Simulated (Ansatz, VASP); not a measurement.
**Ga in VASP and in Ansatz**

Contents of INCAR:

```
PREC = Accurate
ENCUT = 520
EDIFF = 1E-6
ISMEAR = -1
SIGMA = 0.05
LREAL = False
LASPH = True
NELM = 60
ALGO = Normal
ISIF = 2
LWAVE = False
LCHARG = True
GGA = PS
LELF = True
LVHAR = True
NBANDS = 20
```

File KPOINTS:

```
Automatic mesh
0
Gamma
  10 8 7
```

POSCAR

```
Ga
1.0
    2.7597743949      0.0000000000      0.0000000000
    0.0000000000      3.2595839063      0.0000000000
   -1.3344145108      0.0000000000      3.9634920125
Ga
2
Direct
    0.1345962700      0.7500000000      0.7701668300
    0.8654037300      0.2500000000      0.2298331700
```

The input input.yaml:

```yaml
crystal:
  lattice:
    - [2.7597743949, 0.0, 0.0]
    - [0.0, 3.2595839063, 0.0]
    - [-1.3344145108, 0.0, 3.9634920125]
  atoms:
    - { symbol: Ga, position: [0.13459627, 0.75, 0.77016683] }
    - { symbol: Ga, position: [0.86540373, 0.25, 0.22983317] }
kpoints:
  mp_grid: { grid: [10, 8, 7] }
scf:
  occupations: { method: fermi_dirac, width: 0.05 }
hamiltonian:
  xc: pbesol
  pseudopotentials: { kind: all_electron, lapw: { basis_error: 0.001 } }
output:
  forces: true
  stress: true
  eigenvalues: true
```

Change from the starting cell: volume scaled by 0.98.

Alike in both runs: task single point; functional PBEsol; k mesh 10 × 8 × 7; occupations fermi-dirac, width 0.05 eV; no spin polarisation.

```csv
,VASP,Ansatz
version,VASP 6.6.1,Ansatz 0.2.0
potentials or method,"VASP PAW PBE potentials, release 64 (Ga_d), cutoff 520 eV","all-electron LAPW, scalar-relativistic"
```

Ansatz gave:

- gap on the k mesh at the Fermi level (eV): none
- pressure (GPa): 0.6
- traceless stress, the component that is largest in VASP (GPa): -1.01
- rms of the force components (eV/Å): 0.046

**Question.** What did VASP give for the same quantities?

**Answer.** gap on the k mesh at the Fermi level (eV): none; pressure (GPa): 0.5; traceless stress, the component that is largest in VASP (GPa): -1.04; rms of the force components (eV/Å): 0.046.

VASP's potentials were made for PBE, not for PBEsol. Atom by atom the forces differ by 0.000 eV/Å (rms over components). A gap of «none» marks a metal or a gap that the smearing closes. Ansatz ran all-electron here, and VASP with PAW potentials.
